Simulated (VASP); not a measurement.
# BeS (Fm-3m) in VASP: further runs, part 2 of 2

VASP 6.6.1. The steps go on from the part before.

## 3. Single point, r2SCAN

POSCAR reads:

```
BeS
1.0
    0.0000000000      2.3172971969      2.3172971969
    2.3172971969      0.0000000000      2.3172971969
    2.3172971969      2.3172971969      0.0000000000
Be S
1 1
Direct
    0.0000000000      0.0000000000      0.0000000000
    0.5000000000      0.5000000000      0.5000000000
```

INCAR.step1 reads:

```
PREC = Accurate ; ENCUT = 520
ISMEAR = 0 ; SIGMA = 0.01
LREAL = False ; LASPH = True
NELM = 80 ; NBANDS = 11
GGA = PE ; ALGO = Normal
EDIFF = 1E-4 ; LWAVE = True
LCHARG = False
```

INCAR.step2 reads:

```
PREC = Accurate ; ENCUT = 520
EDIFF = 1E-7 ; ISMEAR = 0
SIGMA = 0.01 ; LREAL = False
LASPH = True ; NELM = 80
ALGO = Normal ; ISIF = 2
LWAVE = False ; LCHARG = True
METAGGA = R2SCAN ; LMIXTAU = True
LELF = True ; LVHAR = True
NBANDS = 11 ; ISTART = 1
```

KPOINTS reads:

```
regular mesh
0
Gamma
  6 6 6
```

Potentials or basis: VASP PAW PBE potentials, release 64 (Be, S).

Command:

```bash
cat potpaw_PBE.64/Be/POTCAR potpaw_PBE.64/S/POTCAR > POTCAR
cp INCAR.step1 INCAR
mpirun -np 1 vasp_std > vasp.out
cp INCAR.step2 INCAR
mpirun -np 1 vasp_std > vasp.out
```

Run time: 33 s. Hardware: 1 thread of Intel Xeon 8259CL, shared host; peak memory 0.14 GiB.

It converged, with:

| Property | Result |
| --- | --- |
| Free energy | -13.5390 eV |
| Pressure | 0.1 GPa |
| Band gap on the k mesh | 1.35 eV, indirect (least direct gap 4.59 eV) |

Levels at points of the mesh, in eV from the valence-band top:
| k point | band 1 | band 2 | band 3 | band 4 | band 5 | band 6 | band 7 | band 8 | band 9 |
| --- | --- | --- | --- | --- | --- | --- | --- | --- | --- |
| (0.00, 0.00, 0.00) | -15.74 | -0.26 | -0.26 | -0.26 | 6.21 | 9.39 | 9.39 | 9.39 | 10.66 |
| (0.50, 0.00, 0.00) | -13.38 | -7.43 | -0.53 | -0.53 | 4.48 | 4.48 | 4.85 | 11.19 | 16.34 |
| (0.50, 0.50, 0.00) | -12.30 | -6.94 | -3.25 | -3.25 | 1.35 | 4.86 | 12.98 | 12.98 | 14.94 |

Caveat: the PAW data sets were made with another functional, which shifts forces and pressure a little.

## 4. Single point, PBEsol

INCAR reads:

```
PREC     = Accurate       # precision mode
ENCUT    = 520            # plane-wave cutoff, eV
EDIFF    = 1E-7           # SCF threshold, eV
ISMEAR   = 0              # smearing method
SIGMA    = 0.01           # smearing width, eV
LREAL    = False          # projectors in reciprocal space
LASPH    = True           # aspherical terms in the spheres
NELM     = 60             # most SCF steps
ALGO     = Normal         # electronic algorithm
ISIF     = 2              # what is computed and relaxed
LWAVE    = False          # write WAVECAR
LCHARG   = False          # write CHGCAR
GGA      = PS             # functional
NBANDS   = 11             # bands
ISYM     = 0
```

KPOINTS reads:

```
Automatic mesh
0
Gamma
  6 6 6
  0.5 0.5 0.5
```

POSCAR is that of step 3.

Potentials or basis: VASP PAW PBE potentials, release 64 (Be, S).

Command:

```bash
cat potpaw_PBE.64/Be/POTCAR potpaw_PBE.64/S/POTCAR > POTCAR
mpirun -np 1 vasp_std > vasp.out
```

OUTCAR:

```text
PREC = Accurate
   ENCUT = 520
   EDIFF = 1E-7
   ISMEAR = 0
   LREAL = False
   LASPH = True
   NELM = 60
   ISIF = 2
   GGA = PS
   ISYM = 0

 ion  position               nearest neighbor table
   1  0.000  0.000  0.000-   2 2.32   2 2.32   2 2.32   2 2.32   2 2.32   2 2.32
   2  0.500  0.500  0.500-   1 2.32   1 2.32   1 2.32   1 2.32   1 2.32   1 2.32

IMPORTANT INFORMATION: All symmetrisations will be switched off!
NOSYMM: (Re-)initialisation of all symmetry stuff for point group C_1.

----------------------------------------------------------------------------------------
[... 489 lines left out ...]
  Direction    XX          YY          ZZ          XY          YZ          ZX
  --------------------------------------------------------------------------------------
  -------------------------------------------------------------------------------------
  Total       -0.4699564     -0.4699565     -0.4699568     -0.0000011     -0.0000009     -0.0000006
  in kB      -30.2547077    -30.2547103    -30.2547319     -0.0000695     -0.0000584     -0.0000380
  external PRESSURE =     -30.2547166 kB  Pullay stress =       0.0000000 kB

 VOLUME and BASIS-vectors are now :
 -----------------------------------------------------------------------------
  energy-cutoff  :      520.00
  volume of cell :       24.89
      direct lattice vectors                 reciprocal lattice vectors
     0.000000000  2.317297197  2.317297197    -0.215768612  0.215768612  0.215768612
     2.317297197  0.000000000  2.317297197     0.215768612 -0.215768612  0.215768612
     2.317297197  2.317297197  0.000000000     0.215768612  0.215768612 -0.215768612

 POSITION                                       TOTAL-FORCE (eV/Angst)
 -----------------------------------------------------------------------------------
      0.00000      0.00000      0.00000         0.000000     -0.000000      0.000000
      2.31730      2.31730      2.31730        -0.000000      0.000000     -0.000000
 -----------------------------------------------------------------------------------
    total drift:                               -0.000000      0.000000     -0.000000

  FREE ENERGIE OF THE ION-ELECTRON SYSTEM (eV)
  ---------------------------------------------------
  free  energy   TOTEN  =        -9.5794538952 eV

  energy  without entropy=       -9.5794538952  energy(sigma->0) =       -9.57945390
```

stdout:

```text
POSCAR found type information on POSCAR BeS
 POSCAR found :  2 types and       2 ions
 scaLAPACK will be used
 -----------------------------------------------------------------------------
|                                                                             |
|                                                                             |
|     You enforced a specific xc type in the INCAR file but a different       |
|     I HOPE YOU KNOW WHAT YOU ARE DOING!                                     |
|                                                                             |
 -----------------------------------------------------------------------------

 LDA part: xc-table for (Slater+PW92), standard interpolation
 POSCAR, INCAR and KPOINTS ok, starting setup
 FFT: planning ... GRIDC
 FFT: planning ... GRID_SOFT
 FFT: planning ... GRID
 WAVECAR not read
 entering main loop
```

It took 1.8 min on 1 thread of Intel Xeon 8259CL, shared host; peak memory 0.22 GiB.

What came out:

```yaml
Free_energy: -9.5795 eV
Pressure: -3.0 GPa
Band_gap_on_the_k_mesh: 1.36 eV, indirect (least direct gap 4.37 eV)
```

Caveat: the PAW data sets were made with another functional, which shifts forces and pressure a little. A k mesh can miss the band edges.

## 5. Single point, HSE06

POSCAR is that of step 4.

INCAR.step1 reads:

```
PREC = Accurate
ENCUT = 520
EDIFF = 1E-5
ISMEAR = 0
SIGMA = 0.01
LREAL = False
LASPH = True
NELM = 100
ALGO = Normal
ISIF = 2
LWAVE = True
LCHARG = False
NBANDS = 11
GGA = PE
```

INCAR.step2 reads:

```
PREC = Accurate
ENCUT = 520
EDIFF = 1E-7
ISMEAR = 0
SIGMA = 0.01
LREAL = False
LASPH = True
NELM = 100
ALGO = Normal
ISIF = 2
LWAVE = False
LCHARG = False
GGA = PE
LHFCALC = True
HFSCREEN = 0.2079
PRECFOCK = Normal
NBANDS = 11
ISTART = 1
```

KPOINTS reads:

```
Automatic mesh
0
Gamma
  4 4 4
```

Command:

```bash
cat potpaw_PBE.64/Be/POTCAR potpaw_PBE.64/S/POTCAR > POTCAR
cp INCAR.step1 INCAR
mpirun -np 1 vasp_std > vasp.out
cp INCAR.step2 INCAR
mpirun -np 1 vasp_std > vasp.out
```

Wall time 3.8 min (1 thread of Intel Xeon 8259CL, shared host); peak memory 0.23 GiB.

Results (log left out):

* Free energy: -10.0444 eV
* Pressure: -0.7 GPa
* Band gap on the k mesh: 2.07 eV, indirect (least direct gap 5.21 eV)

Levels at points of the mesh, in eV from the valence-band top:
```tsv
k point	band 1	band 2	band 3	band 4	band 5	band 6	band 7	band 8
(0.00, 0.00, 0.00)	-16.29	0.00	0.00	0.00	6.79	10.27	10.27	10.27
(0.50, 0.00, 0.00)	-13.80	-7.62	-0.23	-0.23	5.25	5.25	5.47	11.92
(0.50, 0.50, 0.00)	-12.65	-7.09	-3.14	-3.14	2.07	5.53	13.70	13.70
```

Caveat: the k points lie up to 0.59 Å⁻¹ apart; the PAW data sets were made with another functional, which shifts forces and pressure a little.

## 6. Overview

```csv
level,k mesh,grid for exact exchange (PRECFOCK),screening parameter,gap on the mesh (eV),pressure (GPa)
r2SCAN,6 × 6 × 6,-,-,1.35,0.1
PBEsol,"6 × 6 × 6, shifted",-,-,1.36,-3.0
HSE06,4 × 4 × 4,Normal,0.2079 1/Å,2.07,-0.7
```

Alike in all rows: task single point; potentials or basis VASP PAW PBE potentials, release 64 (Be, S); no spin polarisation; cell as given; cutoff (eV) 520; smearing gaussian 0.01 eV.

Caveats: some runs use coarse meshes; the PAW data sets were made with another functional, which shifts forces and pressure a little.

Total energies depend on the potentials used, so only differences within one code and one set of settings carry meaning.
